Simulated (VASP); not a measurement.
# AlN (P6_3mc) in VASP: further runs

Runs on AlN. Level: PBEsol. Tasks: single point.

All numbers are computed with VASP 6.6.1; they aren't measurements. Logs are shortened: lines on timing, memory, paths and dates and some standing lists are left out, and cuts for length are marked.

**Experimental background.**

“Structural and optical properties of self-assembled AlN nanowires grown on SiO2/Si substrates by molecular beam epitaxy”, 2024, arxiv:2402.00216 quotes, for a bulk crystal of AlN at 0 K: band gap 6.0343 eV (an exciton energy, a little under the gap).

How close the calculation comes is told below.

**1. The cell of the first run**

Symmetry: P6_3mc, No. 186, hexagonal system. Conventional cell: a = 3.114 Å, b = 3.114 Å, c = 4.983 Å, α = 90.00°, β = 90.00°, γ = 120.00°. Within 2.5 Å of Al (site symmetry 3m) lie 4 N at 1.89 to 1.90 Å. N (site symmetry 3m) has 4 Al at 1.89 to 1.90 Å within 2.5 Å.

**2. Single point, PBEsol**

INCAR

```
  PREC = Accurate
  ENCUT = 520
  EDIFF = 1E-6
  ISMEAR = 0
  SIGMA = 0.05
  LREAL = F
  LASPH = T
  NELM = 60
  ALGO = Normal
  ISIF = 2
  LWAVE = F
  LCHARG = F
  GGA = PS
  NBANDS = 26
```

KPOINTS

```
Automatic mesh
0
Gamma
  8 8 8
```

POSCAR

```
AlN
1.0
   -3.1135599857      0.0000000000      0.0000000000
    0.0000000000      5.3928440876      0.0000000000
    1.5567799928     -2.6964220438     -4.9833504711
Al N
4 4
Direct
    0.9992449415      0.3325782749      0.9984898831
    0.4992449415      0.8325782749      0.9984898831
    0.2492449415      0.9159116082      0.4984898831
    0.7492449415      0.4159116082      0.4984898831
    0.8082550585      0.1415883918      0.6165101169
    0.3082550585      0.6415883918      0.6165101169
    0.0582550585      0.7249217251      0.1165101169
    0.5582550585      0.2249217251      0.1165101169
```

Potentials or basis: VASP PAW PBE potentials, release 64 (Al, N).

Command:

```sh
$ cat potpaw_PBE.64/Al/POTCAR potpaw_PBE.64/N/POTCAR > POTCAR
$ mpirun -np 1 vasp_std > vasp.out
```

OUTCAR:

```text
PREC = Accurate
   ENCUT = 520
   EDIFF = 1E-6
   ISMEAR = 0
   LREAL = F
   LASPH = T
   NELM = 60
   ISIF = 2
   GGA = PS

 ion  position               nearest neighbor table
   1  0.999  0.333  0.998-   7 1.89   8 1.89   8 1.89   5 1.90   3 3.07   4 3.07   3 3.07   4 3.07
                             4 3.07   3 3.07   2 3.11   2 3.11   2 3.11   2 3.11
   2  0.499  0.833  0.998-   8 1.89   7 1.89   7 1.89   6 1.90   4 3.07   3 3.07   3 3.07   4 3.07
                             3 3.07   4 3.07   1 3.11   1 3.11   1 3.11   1 3.11
   3  0.249  0.916  0.498-   6 1.89   5 1.89   5 1.89   7 1.90   2 3.07   1 3.07   2 3.07   1 3.07
                             1 3.07   2 3.07   4 3.11   4 3.11   4 3.11   4 3.11
   4  0.749  0.416  0.498-   5 1.89   6 1.89   6 1.89   8 1.90   1 3.07   2 3.07   1 3.07   2 3.07
                             2 3.07   1 3.07   3 3.11   3 3.11   3 3.11   3 3.11
   5  0.808  0.142  0.617-   4 1.89   3 1.89   3 1.89   1 1.90
   6  0.308  0.642  0.617-   3 1.89   4 1.89   4 1.89   2 1.90
   7  0.058  0.725  0.117-   1 1.89   2 1.89   2 1.89   3 1.90
   8  0.558  0.225  0.117-   2 1.89   1 1.89   1 1.89   4 1.90

  LATTYP: Found a body centered orthorhombic cell.
 ALAT       =     3.1135599857
 B/A-ratio  =     1.7320508076
 C/A-ratio  =     3.2010627667

  Lattice vectors:

 A1 = (  -1.5567799928,   2.6964220438,   4.9833504711)
 A2 = (   1.5567799929,  -2.6964220438,   4.9833504711)
 A3 = (   1.5567799928,   2.6964220438,  -4.9833504711)

Analysis of symmetry for initial positions (statically):
=====================================================================
 Subroutine PRICEL returns following result:

  LATTYP: Found a hexagonal cell.
 ALAT       =     3.1135599857
 C/A-ratio  =     1.6005313834

  Lattice vectors:

 A1 = (   3.1135599857,  -0.0000000000,   0.0000000000)
 A2 = (  -1.5567799929,  -2.6964220438,   0.0000000000)
 A3 = (  -0.0000000000,   0.0000000000,  -4.9833504711)

   2 primitive cells build up your supercell.

 Routine SETGRP: Setting up the symmetry group for a
 body centered orthorhombic supercell.

 Subroutine GETGRP returns: Found  4 space group operations
 (whereof  2 operations were pure point group operations)
 out of a pool of  8 trial point group operations.

The static configuration has the point symmetry C_1h.
 The point group associated with its full space group is C_2v.

Analysis of symmetry for dynamics (positions and initial velocities):
=====================================================================
 Subroutine PRICEL returns following result:

  LATTYP: Found a hexagonal cell.
 ALAT       =     3.1135599857
 C/A-ratio  =     1.6005313834

  Lattice vectors:

 A1 = (   3.1135599857,  -0.0000000000,   0.0000000000)
 A2 = (  -1.5567799929,  -2.6964220438,   0.0000000000)
 A3 = (  -0.0000000000,   0.0000000000,  -4.9833504711)

   2 primitive cells build up your supercell.

 Routine SETGRP: Setting up the symmetry group for a
 body centered orthorhombic supercell.

 Subroutine GETGRP returns: Found  4 space group operations
 (whereof  2 operations were pure point group operations)
 out of a pool of  8 trial point group operations.

The dynamic configuration has the point symmetry C_1h.
 The point group associated with its full space group is C_2v.

 Subroutine INISYM returns: Found  4 space group operations
 (whereof  2 operations are pure point group operations),
 and found     2 'primitive' translations

----------------------------------------------------------------------------------------

                                     Primitive cell

  volume of cell :      41.8376

  direct lattice vectors                    reciprocal lattice vectors
     3.113559986 -0.000000000  0.000000000     0.321175762 -0.185430912 -0.000000000
    -1.556779993 -2.696422044  0.000000000    -0.000000000 -0.370861825 -0.000000000
    -0.000000000  0.000000000 -4.983350471     0.000000000  0.000000000 -0.200668206

  length of vectors
     3.113559986  3.113559986  4.983350471     0.370861825  0.370861825  0.200668206

  position of ions in fractional coordinates (direct lattice)
     0.666666667  0.333333333  0.998489883
     0.333333333  0.666666667  0.498489883
     0.666666667  0.333333333  0.616510117
     0.333333333  0.666666667  0.116510117

  ion indices of the primitive-cell ions
   primitive index   ion index
                 1           1
                 2           4
                 3           5
                 4           7

----------------------------------------------------------------------------------------

 KPOINTS: Automatic mesh

Automatic generation of k-mesh.
 Grid dimensions read from file:
 generate k-points for:    8    8    8

 Generating k-lattice:

  Cartesian coordinates                     Fractional coordinates (reciprocal lattice)
    -0.040146970  0.000000000 -0.012541763     0.125000000  0.000000000  0.000000000
     0.000000000  0.023178864 -0.012541763     0.000000000  0.125000000  0.000000000
     0.000000000  0.000000000 -0.025083526     0.000000000  0.000000000  0.125000000

  Length of vectors
     0.042060374  0.026354422  0.025083526

  Shift w.r.t. Gamma in fractional coordinates (k-lattice)
     0.000000000  0.000000000  0.000000000

 Subroutine IBZKPT returns following result:
 ===========================================

 Found     95 irreducible k-points:

 Following reciprocal coordinates:
            Coordinates               Weight
  0.000000  0.000000  0.000000      1.000000
  0.125000  0.000000  0.000000      4.000000
  0.250000  0.000000  0.000000      4.000000
  0.375000  0.000000  0.000000      4.000000
  0.500000  0.000000  0.000000      2.000000
  0.000000  0.125000  0.000000      4.000000
[... 16 lines left out ...]
  0.125000  0.375000  0.000000      8.000000
  0.250000  0.375000  0.000000      8.000000
 [... further k-points ...]
   k-points           NKPTS =     95   k-points in BZ     NKDIM =     95   number of bands    NBANDS=     26
   number of dos      NEDOS =    301   number of ions     NIONS =      8
   total plane-waves  NPLWV =  46080
   dimension x,y,z NGX =    24 NGY =   40 NGZ =   48
   dimension x,y,z NGXF=    48 NGYF=   80 NGZF=   96
   ions per type =               4   4
   NGX,Y,Z   is equivalent  to a cutoff of  12.81, 12.33, 13.58 a.u.
   NGXF,Y,Z  is equivalent  to a cutoff of  25.63, 24.66, 27.16 a.u.
 SYSTEM =  unknown system
   PREC   = accura    normal or accurate (medium, high low for compatibility)
   ISTART =      0    job   : 0-new  1-cont  2-samecut
   ICHARG =      2    charge: 1-file 2-atom 10-const
   ISPIN  =      1    spin polarized calculation?
   LNONCOLLINEAR =      F non collinear calculations
   LSORBIT =      F    spin-orbit coupling
   LASPH  =      T    aspherical Exc in radial PAW
   ENCUT  =  520.0 eV  38.22 Ry    6.18 a.u.   5.79 10.03 10.93*2*pi/ulx,y,z
   NELM   =     60;   NELMIN=  2; NELMDL= -5     # of ELM steps
   EDIFF  = 0.1E-05   stopping-criterion for ELM
   LREAL  =      F    real-space projection
[... 7 lines left out ...]
   TEBEG  =    0.0;   TEEND  =   0.0 temperature during run
   PSTRESS=    0.0 pullay stress
   NELECT =      32.0000    total number of electrons
   NUPDOWN=      -1.0000    fix difference up-down
   EMIN   =  10.00;   EMAX   =-10.00  energy-range for DOS
   EFERMI =   0.00;   METHOD = LEGACY
   ISMEAR =     0;   SIGMA  =   0.05  broadening in eV -4-tet -1-fermi 0-gaus
   EFERMI_NEDOS =   21; number of points for ismear=-14 and -15
   IALGO  =     38    algorithm
   IMIX   =      4    mixing-type and parameters
     AMIX     =   0.40;   BMIX     =  1.00
     AMIX_MAG =   1.60;   BMIX_MAG =  1.00
  volume/ion in A,a.u.               =      10.46        70.58
  Fermi-wavevector in a.u.,A,eV,Ry     =   1.188300  2.245561 19.212190  1.412056
  Thomas-Fermi vector in A             =   2.324432
   LORBIT       =      0    0 simple, 1 ext, 2 COOP (PROOUT), +10 PAW based schemes
   GGA     = PS    functional components
   LHFCALC =     F    Hartree Fock is set to
   AEXX    =    0.0000 exact exchange contribution
   IVDW    =     0    specifies the selected vdW correction
   LEPSILON=     F    determine dielectric tensor
   LRPA    =     F    only Hartree local field effects (RPA)
 non-spin polarized calculation
 Gauss-broadening in eV      SIGMA  =   0.05
  energy-cutoff  :      520.00
  volume of cell :       83.68
 maximum number of plane-waves:      2272
   NGX = 11   NGY = 21   NGZ = 21

 number of electron      32.0000000 magnetization

 Free energy of the ion-electron system (eV)
  ---------------------------------------------------
  ext. energy  EPLUGINS =         0.00000000
  ---------------------------------------------------
  free energy    TOTEN  =       -62.62481655 eV

  energy without entropy =      -62.62481655  energy(sigma->0) =      -62.62481655

 E-fermi :   6.3055     XC(G=0): -11.1001

 val. band max:        6.0519663654   @ k =   0.0000   0.0000   0.0000
 cond. band min:      10.1651415037   @ k =   0.0000   0.0000   0.0000
 fundamental gap:      4.1131751382
 Fermi energy:         6.3054912800

 k-point     1 :       0.0000    0.0000    0.0000
  band No.  band energies     occupation
      1      -9.1103      2.00000
      2      -6.9303      2.00000
      3      -6.7373      2.00000
      4      -6.7373      2.00000
      5       0.0014      2.00000
      6       0.3975      2.00000
[... 18 lines left out ...]
     25      17.0803      0.00000
     26      17.7667      0.00000

 k-point     2 :       0.1250    0.0000    0.0000
  band No.  band energies     occupation
      1      -8.9453      2.00000
      2      -6.8758      2.00000
      3      -6.7447      2.00000
      4      -6.6214      2.00000
      5       0.2306      2.00000
      6       0.4756      2.00000
[... 18 lines left out ...]
     25      16.7410      0.00000
[... 608 lines left out ...]
     25      16.8462      0.00000
     26      17.3119      0.00000

 k-point    24 :       0.2500    0.3750    0.0000
  band No.  band energies     occupation
      1      -7.8324      2.00000
      2      -7.4526      2.00000
      3      -6.9225      2.00000
      4      -6.4477      2.00000
      5       1.2884      2.00000
      6       1.3133      2.00000
[... 18 lines left out ...]
     25      16.9775      0.00000
     26      16.9811      0.00000

 [... further k-points ...]

------------------------ aborting loop because EDIFF is reached ----------------------------------------

  FORCE on cell =-STRESS in cart. coord.  units (eV):
  Direction    XX          YY          ZZ          XY          YZ          ZX
  --------------------------------------------------------------------------------------
  -------------------------------------------------------------------------------------
  Total        0.0153979      0.0141824      0.0132146      0.0000000      0.0000000      0.0000000
  in kB        0.2948321      0.2715589      0.2530273      0.0000000      0.0000000      0.0000000
  external PRESSURE =       0.2731394 kB  Pullay stress =       0.0000000 kB

 VOLUME and BASIS-vectors are now :
 -----------------------------------------------------------------------------
  energy-cutoff  :      520.00
  volume of cell :       83.68
      direct lattice vectors                 reciprocal lattice vectors
    -3.113559986  0.000000000  0.000000000    -0.321175762  0.000000000 -0.100334103
     0.000000000  5.392844088  0.000000000     0.000000000  0.185430912 -0.100334103
     1.556779993 -2.696422044 -4.983350471     0.000000000  0.000000000 -0.200668206

 POSITION                                       TOTAL-FORCE (eV/Angst)
 -----------------------------------------------------------------------------------
     -1.55678     -0.89881     -4.97583        -0.000000     -0.000044     -0.000317
      0.00000      1.79761     -4.97583        -0.000000     -0.000044     -0.000317
      0.00000      3.59523     -2.48415        -0.000000      0.000044     -0.000317
     -1.55678      0.89881     -2.48415        -0.000000      0.000044     -0.000317
     -1.55678     -0.89881     -3.07229         0.000000     -0.000037      0.000317
     -0.00000      1.79761     -3.07229         0.000000     -0.000037      0.000317
     -0.00000      3.59523     -0.58061         0.000000      0.000037      0.000317
     -1.55678      0.89881     -0.58061         0.000000      0.000037      0.000317
 -----------------------------------------------------------------------------------
    total drift:                               -0.000032      0.000006      0.000660

  FREE ENERGIE OF THE ION-ELECTRON SYSTEM (eV)
  ---------------------------------------------------
  free  energy   TOTEN  =       -62.6248165495 eV

  energy  without entropy=      -62.6248165495  energy(sigma->0) =      -62.62481655
```

Wall time 3.1 min (1 thread of AMD EPYC 7R13 (Zen 3), shared host); peak memory 0.26 GiB.

Results:

- Free energy: -62.6248 eV
- Pressure: 0.0 GPa
- Band gap on the k mesh: 4.11 eV

Caveat: the PAW data sets were made with another functional, which shifts forces and pressure a little.

(Continued in part 2 of 2.)
